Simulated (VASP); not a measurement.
# Si3Ge (P4/mmm) in VASP: notebook

Si3Ge is run at these levels: PBE; tasks: single point, relaxation of cell and atoms.

Program: VASP 6.6.1. These are calculated values, not measurements. Logs are shortened: lines on timing, memory, paths and dates and some standing lists are left out, and cuts for length are marked.

## 1. The cell of the first run

Symmetry: P4/mmm, No. 123, tetragonal system. Conventional cell: a = 5.048 Å, b = 5.048 Å, c = 2.576 Å, α = 90.00°, β = 90.00°, γ = 90.00°. Within 3.3 Å of Si (site symmetry mmm) lie 2 Ge at 2.52 Å and 6 Si at 2.58 to 2.83 Å. Within 3.4 Å of Si (site symmetry 4/mmm) lie 10 Si at 2.58 to 2.83 Å. Ge (site symmetry 4/mmm) has 4 Si at 2.52 Å and 2 Ge at 2.58 Å within 3.3 Å.

## 2. Single point, PBE

INCAR

```
SYSTEM = Si3Ge
ALGO = Normal
EDIFF = 1E-6
ENCUT = 520
GGA = PE
ISIF = 2
ISMEAR = 0
LASPH = .True.
LCHARG = .False.
LREAL = .False.
LWAVE = .False.
NBANDS = 21
NELM = 80
PREC = Accurate
SIGMA = 0.1
```

KPOINTS

```
k-points
0
Gamma
  10 10 18
  0 0 0
```

POSCAR

```
Si3Ge
1.0
    5.0476239112      0.0000000000      0.0000000000
    0.0000000000      5.0476239112      0.0000000000
    0.0000000000      0.0000000000      2.5764621612
Si Ge
3 1
Direct
    0.0000000000      0.5000000000      0.0000000000
    0.5000000000      0.0000000000      0.0000000000
    0.0000000000      0.0000000000      0.5000000000
    0.5000000000      0.5000000000      0.0000000000
```

Potentials or basis: VASP PAW PBE potentials, release 64 (Si, Ge_d).

Command:

```bash
$ cat potpaw_PBE.64/Si/POTCAR potpaw_PBE.64/Ge_d/POTCAR > POTCAR
$ mpirun -np 1 vasp_std > vasp.out
```

OUTCAR:

```text
SYSTEM = Si3Ge
   EDIFF = 1E-6
   ENCUT = 520
   GGA = PE
   ISIF = 2
   ISMEAR = 0
   LASPH = .True.
   LREAL = .False.
   NELM = 80
   PREC = Accurate

 ion  position               nearest neighbor table
   1  0.000  0.500  0.000-   4 2.52   4 2.52   3 2.83   3 2.83   3 2.83   3 2.83
   2  0.500  0.000  0.000-   4 2.52   4 2.52   3 2.83   3 2.83   3 2.83   3 2.83
   3  0.000  0.000  0.500-   1 2.83   2 2.83   1 2.83   2 2.83   1 2.83   1 2.83   2 2.83   2 2.83

   4  0.500  0.500  0.000-   1 2.52   2 2.52   2 2.52   1 2.52

  LATTYP: Found a simple tetragonal cell.
 ALAT       =     5.0476239112
 C/A-ratio  =     0.5104306911

  Lattice vectors:

 A1 = (   5.0476239112,   0.0000000000,   0.0000000000)
 A2 = (   0.0000000000,   5.0476239112,   0.0000000000)
 A3 = (   0.0000000000,   0.0000000000,   2.5764621612)

Analysis of symmetry for initial positions (statically):
=====================================================================
 Subroutine PRICEL returns:
 Original cell was already a primitive cell.

 Routine SETGRP: Setting up the symmetry group for a
 simple tetragonal supercell.

 Subroutine GETGRP returns: Found 16 space group operations
 (whereof 16 operations were pure point group operations)
 out of a pool of 16 trial point group operations.

The static configuration has the point symmetry D_4h.

Analysis of symmetry for dynamics (positions and initial velocities):
=====================================================================
 Subroutine PRICEL returns:
 Original cell was already a primitive cell.

 Routine SETGRP: Setting up the symmetry group for a
 simple tetragonal supercell.

 Subroutine GETGRP returns: Found 16 space group operations
 (whereof 16 operations were pure point group operations)
 out of a pool of 16 trial point group operations.

The dynamic configuration has the point symmetry D_4h.

 Subroutine INISYM returns: Found 16 space group operations
 (whereof 16 operations are pure point group operations),
 and found     1 'primitive' translations

----------------------------------------------------------------------------------------

                                     Primitive cell

  volume of cell :      65.6444

  direct lattice vectors                    reciprocal lattice vectors
     5.047623911  0.000000000  0.000000000     0.198113017  0.000000000  0.000000000
     0.000000000  5.047623911  0.000000000     0.000000000  0.198113017  0.000000000
     0.000000000  0.000000000  2.576462161     0.000000000  0.000000000  0.388129123

  length of vectors
     5.047623911  5.047623911  2.576462161     0.198113017  0.198113017  0.388129123

  position of ions in fractional coordinates (direct lattice)
     0.000000000  0.500000000  0.000000000
     0.500000000  0.000000000  0.000000000
     0.000000000  0.000000000  0.500000000
     0.500000000  0.500000000  0.000000000

  ion indices of the primitive-cell ions
   primitive index   ion index
                 1           1
                 2           2
                 3           3
                 4           4

----------------------------------------------------------------------------------------

 KPOINTS: k-points

Automatic generation of k-mesh.
 Grid dimensions read from file:
 generate k-points for:   10   10   18

 Generating k-lattice:

  Cartesian coordinates                     Fractional coordinates (reciprocal lattice)
     0.019811302  0.000000000  0.000000000     0.100000000  0.000000000  0.000000000
     0.000000000  0.019811302  0.000000000     0.000000000  0.100000000  0.000000000
     0.000000000  0.000000000  0.021562729     0.000000000  0.000000000  0.055555556

  Length of vectors
     0.019811302  0.019811302  0.021562729

  Shift w.r.t. Gamma in fractional coordinates (k-lattice)
     0.000000000  0.000000000  0.000000000

 Subroutine IBZKPT returns following result:
 ===========================================

 Found    210 irreducible k-points:

 Following reciprocal coordinates:
            Coordinates               Weight
  0.000000  0.000000  0.000000      1.000000
  0.100000  0.000000  0.000000      4.000000
  0.200000  0.000000  0.000000      4.000000
  0.300000  0.000000  0.000000      4.000000
  0.400000  0.000000  0.000000      4.000000
  0.500000  0.000000  0.000000      2.000000
[... 16 lines left out ...]
  0.100000  0.000000  0.055556      8.000000
  0.200000  0.000000  0.055556      8.000000
 [... further k-points ...]
   k-points           NKPTS =    210   k-points in BZ     NKDIM =    210   number of bands    NBANDS=     21
   number of dos      NEDOS =    301   number of ions     NIONS =      4
   total plane-waves  NPLWV =  32000
   dimension x,y,z NGX =    40 NGY =   40 NGZ =   20
   dimension x,y,z NGXF=    80 NGYF=   80 NGZF=   40
   ions per type =               3   1
   NGX,Y,Z   is equivalent  to a cutoff of  13.17, 13.17, 12.90 a.u.
   NGXF,Y,Z  is equivalent  to a cutoff of  26.35, 26.35, 25.81 a.u.
 SYSTEM =  Si3Ge
   PREC   = accura    normal or accurate (medium, high low for compatibility)
   ISTART =      0    job   : 0-new  1-cont  2-samecut
   ICHARG =      2    charge: 1-file 2-atom 10-const
   ISPIN  =      1    spin polarized calculation?
   LNONCOLLINEAR =      F non collinear calculations
   LSORBIT =      F    spin-orbit coupling
   LASPH  =      T    aspherical Exc in radial PAW
   ENCUT  =  520.0 eV  38.22 Ry    6.18 a.u.   9.39  9.39  4.79*2*pi/ulx,y,z
   NELM   =     80;   NELMIN=  2; NELMDL= -5     # of ELM steps
   EDIFF  = 0.1E-05   stopping-criterion for ELM
   LREAL  =      F    real-space projection
   EDIFFG = 0.1E-04   stopping-criterion for IOM
   NSW    =      0    number of steps for IOM
   IBRION =     -1    ionic relax: 0-MD 1-quasi-New 2-CG
   NFREE  =      0    steps in history (QN), initial steepest desc. (CG)
   ISIF   =      2    stress and relaxation
   ISYM   =      2    0-nonsym 1-usesym 2-fastsym
   POTIM  = 0.5000    time-step for ionic-motion
   TEBEG  =    0.0;   TEEND  =   0.0 temperature during run
   PSTRESS=    0.0 pullay stress
   NELECT =      26.0000    total number of electrons
   NUPDOWN=      -1.0000    fix difference up-down
   EMIN   =  10.00;   EMAX   =-10.00  energy-range for DOS
   EFERMI =   0.00;   METHOD = LEGACY
   ISMEAR =     0;   SIGMA  =   0.10  broadening in eV -4-tet -1-fermi 0-gaus
   EFERMI_NEDOS =   21; number of points for ismear=-14 and -15
   IALGO  =     38    algorithm
   IMIX   =      4    mixing-type and parameters
     AMIX     =   0.40;   BMIX     =  1.00
     AMIX_MAG =   1.60;   BMIX_MAG =  1.00
  volume/ion in A,a.u.               =      16.41       110.75
  Fermi-wavevector in a.u.,A,eV,Ry     =   1.202265  2.271951 19.666405  1.445440
  Thomas-Fermi vector in A             =   2.338051
   LORBIT       =      0    0 simple, 1 ext, 2 COOP (PROOUT), +10 PAW based schemes
   GGA     = PE    functional components
   LHFCALC =     F    Hartree Fock is set to
   AEXX    =    0.0000 exact exchange contribution
   IVDW    =     0    specifies the selected vdW correction
   LEPSILON=     F    determine dielectric tensor
   LRPA    =     F    only Hartree local field effects (RPA)
 non-spin polarized calculation
 Gauss-broadening in eV      SIGMA  =   0.10
  energy-cutoff  :      520.00
  volume of cell :       65.64
 maximum number of plane-waves:      1797
 NGX is ok and might be reduce to    40
   NGX = 19   NGY = 19   NGZ =  9

 number of electron      25.9999995 magnetization

 Free energy of the ion-electron system (eV)
  ---------------------------------------------------
  ext. energy  EPLUGINS =         0.00000000
  ---------------------------------------------------
  free energy    TOTEN  =       -19.08798864 eV

  energy without entropy =      -19.08039947  energy(sigma->0) =      -19.08419406

 E-fermi :   8.2886     XC(G=0): -10.9446

 val. band max:        8.2828712452   @ k =   0.3000   0.3000   0.3889
 cond. band min:       8.2928197352   @ k =   0.5000   0.1000   0.1667
 fundamental gap:      0.0099484901
 Fermi energy:         8.2886185016

 k-point     1 :       0.0000    0.0000    0.0000
  band No.  band energies     occupation
      1     -16.3557      2.00000
      2     -16.1825      2.00000
      3     -16.1410      2.00000
      4     -16.0969      2.00000
      5     -16.0969      2.00000
      6      -5.2695      2.00000
[... 13 lines left out ...]
     20      18.3968      0.00000
     21      18.8868      0.00000

 k-point     2 :       0.1000    0.0000    0.0000
  band No.  band energies     occupation
      1     -16.3557      2.00000
      2     -16.1824      2.00000
      3     -16.1411      2.00000
      4     -16.0969      2.00000
      5     -16.0969      2.00000
      6      -5.2138      2.00000
[... 13 lines left out ...]
     20      18.2976      0.00000
     21      18.3205      0.00000

 k-point     3 :       0.2000    0.0000    0.0000
  band No.  band energies     occupation
      1     -16.3556      2.00000
      2     -16.1819      2.00000
      3     -16.1411      2.00000
      4     -16.0969      2.00000
      5     -16.0969      2.00000
      6      -5.0472      2.00000
[... 13 lines left out ...]
     20      17.9001      0.00000
     21      18.3308      0.00000

 k-point     4 :       0.3000    0.0000    0.0000
  band No.  band energies     occupation
      1     -16.3555      2.00000
      2     -16.1814      2.00000
      3     -16.1412      2.00000
      4     -16.0969      2.00000
      5     -16.0969      2.00000
      6      -4.7722      2.00000
[... 13 lines left out ...]
     20      17.4711      0.00000
     21      18.0333      0.00000

 k-point     5 :       0.4000    0.0000    0.0000
  band No.  band energies     occupation
      1     -16.3554      2.00000
      2     -16.1810      2.00000
      3     -16.1412      2.00000
      4     -16.0969      2.00000
      5     -16.0969      2.00000
      6      -4.3993      2.00000
[... 13 lines left out ...]
     20      16.8851      0.00000
     21      17.6979      0.00000

 k-point     6 :       0.5000    0.0000    0.0000
  band No.  band energies     occupation
      1     -16.3554      2.00000
      2     -16.1809      2.00000
      3     -16.1413      2.00000
      4     -16.0969      2.00000
      5     -16.0969      2.00000
      6      -4.0738      2.00000
[... 13 lines left out ...]
     20      16.6323      0.00000
     21      17.4193      0.00000

 k-point     7 :       0.1000    0.1000    0.0000
  band No.  band energies     occupation
      1     -16.3557      2.00000
      2     -16.1822      2.00000
      3     -16.1411      2.00000
      4     -16.0969      2.00000
      5     -16.0969      2.00000
      6      -5.1581      2.00000
[... 13 lines left out ...]
     20      18.2795      0.00000
     21      18.5065      0.00000
[... 291 lines left out ...]
      1     -16.3551      2.00000
      2     -16.1793      2.00000
      3     -16.1415      2.00000
      4     -16.0969      2.00000
      5     -16.0969      2.00000
      6      -3.2428      2.00000
[... 13 lines left out ...]
     20      17.8019      0.00000
     21      18.3242      0.00000

 k-point    21 :       0.5000    0.5000    0.0000
  band No.  band energies     occupation
      1     -16.3550      2.00000
      2     -16.1792      2.00000
      3     -16.1415      2.00000
      4     -16.0969      2.00000
      5     -16.0969      2.00000
      6      -2.9904      2.00000
[... 13 lines left out ...]
     20      17.4209      0.00000
     21      17.9886      0.00000

 k-point    22 :       0.0000    0.0000    0.0556
  band No.  band energies     occupation
      1     -16.3464      2.00000
      2     -16.1820      2.00000
      3     -16.1406      2.00000
      4     -16.1006      2.00000
      5     -16.1006      2.00000
      6      -5.2019      2.00000
[... 13 lines left out ...]
     20      17.5101      0.00000
     21      18.3693      0.00000

 k-point    23 :       0.1000    0.0000    0.0556
  band No.  band energies     occupation
      1     -16.3463      2.00000
      2     -16.1818      2.00000
      3     -16.1406      2.00000
      4     -16.1006      2.00000
      5     -16.1006      2.00000
      6      -5.1462      2.00000
[... 13 lines left out ...]
     20      17.7075      0.00000
     21      18.1365      0.00000

 k-point    24 :       0.2000    0.0000    0.0556
  band No.  band energies     occupation
      1     -16.3463      2.00000
      2     -16.1814      2.00000
      3     -16.1407      2.00000
      4     -16.1007      2.00000
      5     -16.1006      2.00000
      6      -4.9796      2.00000
[... 13 lines left out ...]
     20      17.6907      0.00000
     21      18.1984      0.00000

 [... further k-points ...]

------------------------ aborting loop because EDIFF is reached ----------------------------------------

  FORCE on cell =-STRESS in cart. coord.  units (eV):
  Direction    XX          YY          ZZ          XY          YZ          ZX
  --------------------------------------------------------------------------------------
  -------------------------------------------------------------------------------------
  Total       -0.0422156     -0.0422156     -0.0350578      0.0000000     -0.0000000      0.0000000
  in kB       -1.0303527     -1.0303527     -0.8556518      0.0000000     -0.0000000      0.0000000
  external PRESSURE =      -0.9721191 kB  Pullay stress =       0.0000000 kB

 VOLUME and BASIS-vectors are now :
 -----------------------------------------------------------------------------
  energy-cutoff  :      520.00
  volume of cell :       65.64
      direct lattice vectors                 reciprocal lattice vectors
     5.047623911  0.000000000  0.000000000     0.198113017  0.000000000  0.000000000
     0.000000000  5.047623911  0.000000000     0.000000000  0.198113017  0.000000000
     0.000000000  0.000000000  2.576462161     0.000000000  0.000000000  0.388129123

 POSITION                                       TOTAL-FORCE (eV/Angst)
 -----------------------------------------------------------------------------------
      0.00000      2.52381      0.00000         0.000000      0.000000      0.000000
      2.52381      0.00000      0.00000         0.000000      0.000000      0.000000
      0.00000      0.00000      1.28823         0.000000      0.000000      0.000000
      2.52381      2.52381      0.00000         0.000000      0.000000      0.000000
 -----------------------------------------------------------------------------------
    total drift:                               -0.000000     -0.000000     -0.000000

  FREE ENERGIE OF THE ION-ELECTRON SYSTEM (eV)
  ---------------------------------------------------
  free  energy   TOTEN  =       -19.0879886391 eV

  energy  without entropy=      -19.0803994728  energy(sigma->0) =      -19.08419406
```

Run time: 2 min. Hardware: 1 thread of Intel Xeon Platinum 8259CL at 2.50GHz (Skylake/Cascade Lake), shared host; peak memory 0.37 GiB.

Results:

```
Free energy            : -19.0880 eV
Pressure               : -0.1 GPa
Band gap on the k mesh : zero (band 13 reaches 9.72 eV, above the bottom of band 14 at 6.62 eV)
```

Levels at points of the mesh, in eV from the Fermi level:
| k point | band 10 | band 11 | band 12 | band 13 | band 14 | band 15 | band 16 | band 17 |
| --- | --- | --- | --- | --- | --- | --- | --- | --- |
| (0.00, 0.00, 0.00) | -6.58 | -3.69 | -2.86 | -2.86 | 1.81 | 6.81 | 7.50 | 7.50 |
| (0.50, 0.00, 0.00) | -5.38 | -5.19 | -0.75 | -0.59 | 3.35 | 3.43 | 6.59 | 7.30 |
| (0.50, 0.50, 0.00) | -0.18 | -0.18 | -0.12 | 0.16 | 1.44 | 1.44 | 1.51 | 1.56 |
| (0.00, 0.00, 0.50) | -3.32 | -2.97 | -2.47 | -2.47 | -0.26 | -0.26 | 1.06 | 1.51 |
| (0.50, 0.00, 0.50) | -2.56 | -2.27 | -2.01 | -1.84 | -1.67 | -0.16 | 0.16 | 2.99 |
| (0.50, 0.50, 0.50) | -5.00 | -4.71 | -4.71 | -4.16 | 3.41 | 4.04 | 4.35 | 4.35 |

[end of part 1 of 2]
